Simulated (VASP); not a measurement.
Wanted: the native input for a VASP 6.6.1 run.

| Property | Result |
| --- | --- |
| Task | single point |
| Functional | PBEsol |
| Potentials or basis | VASP PAW PBE potentials, release 64 (Pd) |
| Cutoff | 520 eV |
| k mesh | 11 × 11 × 11 |
| Occupations | fermi-dirac, width 0.1 eV |
| Spin | no spin polarisation |
| Dipole correction | no |
| Further INCAR settings | ALGO = Normal; EDIFF = 1e-06; NBANDS = 17 |

The structure of Pd lies in POSCAR:

```
Pd
1.0
    0.0000000000      2.9537659128      2.9537659128
    2.9537659128      0.0000000000      2.9537659128
    2.9537659128      2.9537659128      0.0000000000
Pd
2
Direct
    0.1250000000      0.1250000000      0.1250000000
    0.8750000000      0.8750000000      0.8750000000
```

This cell differs from its parent crystal: volume scaled by 1.12.

These files were run (other wordings do the same):

INCAR

```
  ALGO = Normal
  EDIFF = 1E-6
  ENCUT = 520
  GGA = PS
  ISIF = 2
  ISMEAR = -1
  LASPH = T
  LCHARG = T
  LELF = T
  LREAL = F
  LVHAR = T
  LWAVE = F
  NBANDS = 17
  NELM = 60
  PREC = Accurate
  SIGMA = 0.1
```

KPOINTS

```
k-points
0
Gamma
  11 11 11
```

Potentials or basis: VASP PAW PBE potentials, release 64 (Pd).

Run with:

```bash
$ cat potpaw_PBE.64/Pd/POTCAR > POTCAR
$ mpirun -np 1 vasp_std > vasp.out
```

It gave:

```
Pressure               : -7.1 GPa
Band gap on the k mesh : zero (band 10 reaches 3.29 eV, above the bottom of band 11 at 2.98 eV)
```

Caveat: the PAW data sets were made with another functional, which shifts forces and pressure a little.

Wall time 12 s on 1 thread of Intel(R) Xeon(R) 6975P-C (Granite Rapids) (shared host), peak memory 0.19 GiB.
